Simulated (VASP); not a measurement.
# Ta (Im-3m) in VASP: notebook

Runs on Ta. Level: PBE. Tasks: single point.

Everything below comes from runs of VASP 6.6.1. Logs are shortened: lines on timing, memory, paths and dates and some standing lists are left out, and cuts for length are marked.

**1. The cell of the first run**

It takes space group Im-3m (No. 229, cubic). The conventional cell has a = 3.321 Å, b = 3.321 Å, c = 3.321 Å, α = 90.00°, β = 90.00°, γ = 90.00°. Ta (site symmetry m-3m) has 14 Ta at 2.88 to 3.32 Å within 3.8 Å.

**2. Single point, PBE**

The input, INCAR:

```
SYSTEM = Ta
PREC = Accurate
ENCUT = 520
EDIFF = 1E-6
ISMEAR = -1
SIGMA = 0.3
LREAL = .FALSE.
LASPH = .TRUE.
NELM = 100
ALGO = Normal
ISIF = 2
LWAVE = .FALSE.
LCHARG = .TRUE.
GGA = PE
LELF = .TRUE.
LVHAR = .TRUE.
NBANDS = 12
```

The input, KPOINTS:

```
Automatic mesh
0
G
  13 13 13
  0 0 0
```

The input, POSCAR:

```
Ta
1.0
   -1.6607181506      1.6607181506      1.6607181506
    1.6607181506     -1.6607181506      1.6607181506
    1.6607181506      1.6607181506     -1.6607181506
Ta
1
Direct
    0.0000000000      0.0000000000      0.0000000000
```

Potentials or basis: VASP PAW PBE potentials, release 64 (Ta_pv).

Launch:

```bash
> cat potpaw_PBE.64/Ta_pv/POTCAR > POTCAR
> mpirun -np 1 vasp_std > vasp.out
```

OUTCAR:

```text
SYSTEM = Ta
   PREC = Accurate
   ENCUT = 520
   EDIFF = 1E-6
   ISMEAR = -1
   LREAL = .FALSE.
   LASPH = .TRUE.
   NELM = 100
   ISIF = 2
   GGA = PE

 ion  position               nearest neighbor table
   1  0.000  0.000  0.000-

  LATTYP: Found a body centered cubic cell.
 ALAT       =     3.3214363012

  Lattice vectors:

 A1 = (  -1.6607181506,   1.6607181506,   1.6607181506)
 A2 = (   1.6607181506,  -1.6607181506,   1.6607181506)
 A3 = (   1.6607181506,   1.6607181506,  -1.6607181506)

Analysis of symmetry for initial positions (statically):
=====================================================================
 Subroutine PRICEL returns:
 Original cell was already a primitive cell.

 Routine SETGRP: Setting up the symmetry group for a
 body centered cubic supercell.

 Subroutine GETGRP returns: Found 48 space group operations
 (whereof 48 operations were pure point group operations)
 out of a pool of 48 trial point group operations.

The static configuration has the point symmetry O_h .

Analysis of symmetry for dynamics (positions and initial velocities):
=====================================================================
 Subroutine PRICEL returns:
 Original cell was already a primitive cell.

 Routine SETGRP: Setting up the symmetry group for a
 body centered cubic supercell.

 Subroutine GETGRP returns: Found 48 space group operations
 (whereof 48 operations were pure point group operations)
 out of a pool of 48 trial point group operations.

The dynamic configuration has the point symmetry O_h .

 Subroutine INISYM returns: Found 48 space group operations
 (whereof 48 operations are pure point group operations),
 and found     1 'primitive' translations

----------------------------------------------------------------------------------------

                                     Primitive cell

  volume of cell :      18.3209

  direct lattice vectors                    reciprocal lattice vectors
    -1.660718151  1.660718151  1.660718151     0.000000000  0.301074568  0.301074568
     1.660718151 -1.660718151  1.660718151     0.301074568  0.000000000  0.301074568
     1.660718151  1.660718151 -1.660718151     0.301074568  0.301074568  0.000000000

  length of vectors
     2.876448214  2.876448214  2.876448214     0.425783738  0.425783738  0.425783738

[... 76 lines left out ...]
   ENCUT  =  520.0 eV  38.22 Ry    6.18 a.u.   5.35  5.35  5.35*2*pi/ulx,y,z
   NELM   =    100;   NELMIN=  2; NELMDL= -5     # of ELM steps
   EDIFF  = 0.1E-05   stopping-criterion for ELM
   LREAL  =      F    real-space projection
   EDIFFG = 0.1E-04   stopping-criterion for IOM
   NSW    =      0    number of steps for IOM
   IBRION =     -1    ionic relax: 0-MD 1-quasi-New 2-CG
   NFREE  =      0    steps in history (QN), initial steepest desc. (CG)
   ISIF   =      2    stress and relaxation
   ISYM   =      2    0-nonsym 1-usesym 2-fastsym
   POTIM  = 0.5000    time-step for ionic-motion
   TEBEG  =    0.0;   TEEND  =   0.0 temperature during run
   PSTRESS=    0.0 pullay stress
   NELECT =      11.0000    total number of electrons
   NUPDOWN=      -1.0000    fix difference up-down
   EMIN   =  10.00;   EMAX   =-10.00  energy-range for DOS
   EFERMI =   0.00;   METHOD = LEGACY
   ISMEAR =    -1;   SIGMA  =   0.30  broadening in eV -4-tet -1-fermi 0-gaus
   EFERMI_NEDOS =   21; number of points for ismear=-14 and -15
   IALGO  =     38    algorithm
   IMIX   =      4    mixing-type and parameters
     AMIX     =   0.40;   BMIX     =  1.00
     AMIX_MAG =   1.60;   BMIX_MAG =  1.00
  volume/ion in A,a.u.               =      18.32       123.64
  Fermi-wavevector in a.u.,A,eV,Ry     =   1.381094  2.609889 25.952020  1.907420
  Thomas-Fermi vector in A             =   2.505910
   LORBIT       =      0    0 simple, 1 ext, 2 COOP (PROOUT), +10 PAW based schemes
   GGA     = PE    functional components
   LHFCALC =     F    Hartree Fock is set to
   AEXX    =    0.0000 exact exchange contribution
   IVDW    =     0    specifies the selected vdW correction
   LEPSILON=     F    determine dielectric tensor
   LRPA    =     F    only Hartree local field effects (RPA)
 non-spin polarized calculation
  energy-cutoff  :      520.00
  volume of cell :       18.32
 maximum number of plane-waves:       531
 NGX is ok and might be reduce to    24
   NGX = 11   NGY = 11   NGZ = 11

 number of electron      11.0000000 magnetization

 Free energy of the ion-electron system (eV)
  ---------------------------------------------------
  ext. energy  EPLUGINS =         0.00000000
  ---------------------------------------------------
  free energy    TOTEN  =       -11.99660470 eV

  energy without entropy =      -11.65881741  energy(sigma->0) =      -11.82771106

 E-fermi :   5.4635     XC(G=0): -12.5296

 val. band max:        5.4220951778   @ k =  -0.3846   0.3846   0.0769
 cond. band min:       5.4731737249   @ k =  -0.1538   0.2308   0.0769
 fundamental gap:      0.0510785472
 Fermi energy:         5.4634751570

 k-point     1 :       0.0000    0.0000    0.0000
  band No.  band energies     occupation
      1     -27.7740      2.00000
      2     -27.7740      2.00000
      3     -27.7740      2.00000
      4      -2.5015      2.00000
      5       6.0909      0.21989
      6       6.0909      0.21989
      7       6.0909      0.21989
      8       9.3034      0.00001
      9       9.3034      0.00001
     10      20.0101      0.00000
     11      20.2780      0.00000
     12      20.2780      0.00000
[... 331 lines left out ...]
 k-point    24 :       0.2308    0.0769    0.0769
  band No.  band energies     occupation
      1     -28.5709      2.00000
      2     -28.0181      2.00000
      3     -27.8349      2.00000
      4       0.9349      2.00000
      5       4.2956      1.96004
      6       4.6944      1.85694
      7       9.1099      0.00001
      8       9.7171      0.00000
      9      10.8152      0.00000
     10      19.8744      0.00000
     11      19.9306      0.00000
     12      20.1216      0.00000

 [... further k-points ...]
[... 5 lines left out ...]
  --------------------------------------------------------------------------------------
  -------------------------------------------------------------------------------------
  Total        0.1527372      0.1527372      0.1527372     -0.0000000      0.0000000     -0.0000000
  in kB       13.3569558     13.3569558     13.3569558     -0.0000000      0.0000000     -0.0000000
  external PRESSURE =      13.3569558 kB  Pullay stress =       0.0000000 kB

 VOLUME and BASIS-vectors are now :
 -----------------------------------------------------------------------------
  energy-cutoff  :      520.00
  volume of cell :       18.32
      direct lattice vectors                 reciprocal lattice vectors
    -1.660718151  1.660718151  1.660718151     0.000000000  0.301074568  0.301074568
     1.660718151 -1.660718151  1.660718151     0.301074568  0.000000000  0.301074568
     1.660718151  1.660718151 -1.660718151     0.301074568  0.301074568  0.000000000

 POSITION                                       TOTAL-FORCE (eV/Angst)
 -----------------------------------------------------------------------------------
      0.00000      0.00000      0.00000        -0.000000      0.000000      0.000000
 -----------------------------------------------------------------------------------
    total drift:                               -0.000000      0.000000     -0.000000

  FREE ENERGIE OF THE ION-ELECTRON SYSTEM (eV)
  ---------------------------------------------------
  free  energy   TOTEN  =       -11.9966047023 eV

  energy  without entropy=      -11.6588174136  energy(sigma->0) =      -11.82771106
```

OSZICAR:

```text
N       E                     dE             d eps       ncg     rms          rms(c)
DAV:   1     0.582131638511E+02    0.58213E+02   -0.60793E+03  2016   0.868E+02
DAV:   2    -0.114659790721E+02   -0.69679E+02   -0.67872E+02  2236   0.241E+02
DAV:   3    -0.124577910029E+02   -0.99181E+00   -0.98367E+00  2436   0.269E+01
DAV:   4    -0.124605135554E+02   -0.27226E-02   -0.27222E-02  2264   0.156E+00
DAV:   5    -0.124605224083E+02   -0.88529E-05   -0.88519E-05  2440   0.860E-02    0.130E+01
DAV:   6    -0.121036996125E+02    0.35682E+00   -0.29077E-01  2376   0.580E+00    0.628E+00
DAV:   7    -0.119974446610E+02    0.10625E+00   -0.26339E-01  2328   0.511E+00    0.378E-01
DAV:   8    -0.119966378471E+02    0.80681E-03   -0.80263E-03  2204   0.731E-01    0.139E-01
DAV:   9    -0.119966117803E+02    0.26067E-04   -0.14332E-04  2376   0.127E-01    0.269E-02
DAV:  10    -0.119966045766E+02    0.72037E-05   -0.42583E-06  2216   0.226E-02    0.291E-03
DAV:  11    -0.119966047023E+02   -0.12578E-06   -0.22031E-07  1268   0.531E-03
   1 F= -.11996605E+02 E0= -.11827711E+02  d E =-.337787E+00
```

Wall time 34 s (1 thread of AMD EPYC 7R13, shared host); peak memory 0.12 GiB.

What came out:

| Property | Result |
| --- | --- |
| Free energy | -11.9966 eV |
| Pressure | 1.3 GPa |

Caveat: spin-orbit coupling is left out, which moves the levels of the heavy elements.

**3. Single point, PBE**

The input, INCAR:

```
PREC     = Accurate       # precision mode
ENCUT    = 520            # plane-wave cutoff, eV
EDIFF    = 1E-7           # SCF threshold, eV
ISMEAR   = -1             # smearing method
SIGMA    = 0.6            # smearing width, eV
LREAL    = False          # projectors in reciprocal space
LASPH    = True           # aspherical terms in the spheres
NELM     = 100            # most SCF steps
ALGO     = Normal         # electronic algorithm
ISIF     = 2              # what is computed and relaxed
LWAVE    = False          # write WAVECAR
LCHARG   = True           # write CHGCAR
GGA      = PE             # functional
LELF     = True           # ELF
LVHAR    = True         
NBANDS   = 12             # bands
```

The input, KPOINTS:

```
Automatic mesh
0
Gamma
  13 13 13
```

POSCAR is that of step 2.

Potentials or basis: VASP PAW PBE potentials, release 64 (Ta_pv).

Launch:

```bash
> cat potpaw_PBE.64/Ta_pv/POTCAR > POTCAR
> mpirun -np 1 vasp_std > vasp.out
```

OUTCAR:

```text
PREC = Accurate
   ENCUT = 520
   EDIFF = 1E-7
   ISMEAR = -1
   LREAL = False
   LASPH = True
   NELM = 100
   ISIF = 2
   GGA = PE

 ion  position               nearest neighbor table
   1  0.000  0.000  0.000-

  LATTYP: Found a body centered cubic cell.
 ALAT       =     3.3214363012

  Lattice vectors:

 A1 = (  -1.6607181506,   1.6607181506,   1.6607181506)
 A2 = (   1.6607181506,  -1.6607181506,   1.6607181506)
 A3 = (   1.6607181506,   1.6607181506,  -1.6607181506)

Analysis of symmetry for initial positions (statically):
=====================================================================
 Subroutine PRICEL returns:
 Original cell was already a primitive cell.

 Routine SETGRP: Setting up the symmetry group for a
 body centered cubic supercell.

 Subroutine GETGRP returns: Found 48 space group operations
 (whereof 48 operations were pure point group operations)
 out of a pool of 48 trial point group operations.

The static configuration has the point symmetry O_h .

[... 155 lines left out ...]

  energy without entropy =      -11.30038369  energy(sigma->0) =      -11.87797590

 E-fermi :   5.6619     XC(G=0): -12.5259

 val. band max:        5.6615260683   @ k =   0.3846   0.1538   0.0769
 cond. band min:       5.6657166430   @ k =  -0.3077   0.3846   0.1538
 fundamental gap:      0.0041905747
 Fermi energy:         5.6618781662

 k-point     1 :       0.0000    0.0000    0.0000
  band No.  band energies     occupation
      1     -27.7387      2.00000
      2     -27.7387      2.00000
      3     -27.7387      2.00000
      4      -2.5013      2.00000
      5       6.1067      0.64538
      6       6.1067      0.64538
      7       6.1067      0.64538
      8       9.3190      0.00450
      9       9.3190      0.00450
     10      20.0601      0.00000
     11      20.2746      0.00000
     12      20.2746      0.00000
[... 331 lines left out ...]
 k-point    24 :       0.2308    0.0769    0.0769
  band No.  band energies     occupation
      1     -28.5375      2.00000
      2     -27.9833      2.00000
      3     -27.7998      2.00000
      4       0.9377      1.99924
      5       4.3077      1.81051
      6       4.7036      1.66324
      7       9.1268      0.00619
      8       9.7344      0.00225
      9      10.8340      0.00036
     10      19.9005      0.00000
     11      19.9317      0.00000
     12      20.1558      0.00000

 [... further k-points ...]
[... 5 lines left out ...]
  --------------------------------------------------------------------------------------
  -------------------------------------------------------------------------------------
  Total        0.5886252      0.5886252      0.5886252     -0.0000000     -0.0000000      0.0000000
  in kB       51.4756287     51.4756287     51.4756287     -0.0000000     -0.0000000      0.0000000
  external PRESSURE =      51.4756287 kB  Pullay stress =       0.0000000 kB

 VOLUME and BASIS-vectors are now :
 -----------------------------------------------------------------------------
  energy-cutoff  :      520.00
  volume of cell :       18.32
      direct lattice vectors                 reciprocal lattice vectors
    -1.660718151  1.660718151  1.660718151     0.000000000  0.301074568  0.301074568
     1.660718151 -1.660718151  1.660718151     0.301074568  0.000000000  0.301074568
     1.660718151  1.660718151 -1.660718151     0.301074568  0.301074568  0.000000000

 POSITION                                       TOTAL-FORCE (eV/Angst)
 -----------------------------------------------------------------------------------
      0.00000      0.00000      0.00000         0.000000      0.000000      0.000000
 -----------------------------------------------------------------------------------
    total drift:                                0.000000      0.000000      0.000000

  FREE ENERGIE OF THE ION-ELECTRON SYSTEM (eV)
  ---------------------------------------------------
  free  energy   TOTEN  =       -12.4555681117 eV

  energy  without entropy=      -11.3003836945  energy(sigma->0) =      -11.87797590
```

It took 41 s on 1 thread of AMD EPYC 7R13, shared host; peak memory 0.12 GiB.

What came out:

```
Free energy : -12.4556 eV
Pressure    : 5.1 GPa
```

Caveat: spin-orbit coupling is left out, which moves the levels of the heavy elements.

**4. Single point, PBE**

The input, INCAR:

```
PREC = Accurate
ENCUT = 520
EDIFF = 1E-7
ISMEAR = 1
SIGMA = 0.3
LREAL = F
LASPH = T
NELM = 60
ALGO = Normal
ISIF = 2
LWAVE = F
LCHARG = F
GGA = PE
NBANDS = 12
```

The input, KPOINTS:

```
regular mesh
0
Gamma
  13 13 13
```

POSCAR is that of step 3.

Launch:

```bash
> cat potpaw_PBE.64/Ta_pv/POTCAR > POTCAR
> mpirun -np 1 vasp_std > vasp.out
```

Wall time 17 s (1 thread of Intel Xeon 8259CL, shared host); peak memory 0.15 GiB.

The run converged. Its results:

```
Free energy : -11.8133 eV
Pressure    : 0.0 GPa
```

Levels at points of the mesh, in eV from the Fermi level:
| k point | band 3 | band 4 | band 5 | band 6 | band 7 | band 8 |
| --- | --- | --- | --- | --- | --- | --- |
| (0.00, 0.00, 0.00) | -33.13 | -7.83 | 0.75 | 0.75 | 0.75 | 3.96 |

Caveat: spin-orbit coupling is left out, which moves the levels of the heavy elements.

**5. Single point, PBE**

The input, INCAR:

```
PREC = Accurate
ENCUT = 520
EDIFF = 1E-6
ISMEAR = 1
SIGMA = 0.6
LREAL = False
LASPH = True
NELM = 100
ALGO = Normal
ISIF = 2
LWAVE = False
LCHARG = True
GGA = PE
LELF = True
LVHAR = True
NBANDS = 12
```

The input, KPOINTS:

```
Automatic mesh
0
Gamma
  13 13 13
```

POSCAR is that of step 4.

Launch:

```bash
> cat potpaw_PBE.64/Ta_pv/POTCAR > POTCAR
> mpirun -np 1 vasp_std > vasp.out
```

Wall time 15 s (1 thread of Intel Xeon 8259CL, shared host); peak memory 0.15 GiB.

Results (log left out):

- Free energy: -11.8175 eV
- Pressure: -0.3 GPa

Levels at points of the mesh, in eV from the Fermi level:
| k point | band 3 | band 4 | band 5 | band 6 | band 7 | band 8 |
| --- | --- | --- | --- | --- | --- | --- |
| (0.00, 0.00, 0.00) | -33.15 | -7.87 | 0.72 | 0.72 | 0.72 | 3.93 |

Caveat: spin-orbit coupling is left out, which moves the levels of the heavy elements.

**6. Summary**

| smearing | gap on the mesh (eV) | pressure (GPa) |
| --- | --- | --- |
| fermi-dirac 0.3 eV | none | 1.3 |
| fermi-dirac 0.6 eV | none | 5.1 |
| methfessel-paxton 0.3 eV | none | 0.0 |
| methfessel-paxton 0.6 eV | none | -0.3 |

Alike in all rows: task single point; level PBE; potentials or basis VASP PAW PBE potentials, release 64 (Ta_pv); no spin polarisation; cell as given; k mesh 13 × 13 × 13; cutoff (eV) 520.

Every run on the cell as given and a fine mesh finds a metal.

Caveats: spin-orbit coupling is left out, which moves the levels of the heavy elements.

Absolute energies hang on the potentials; compare differences alone.
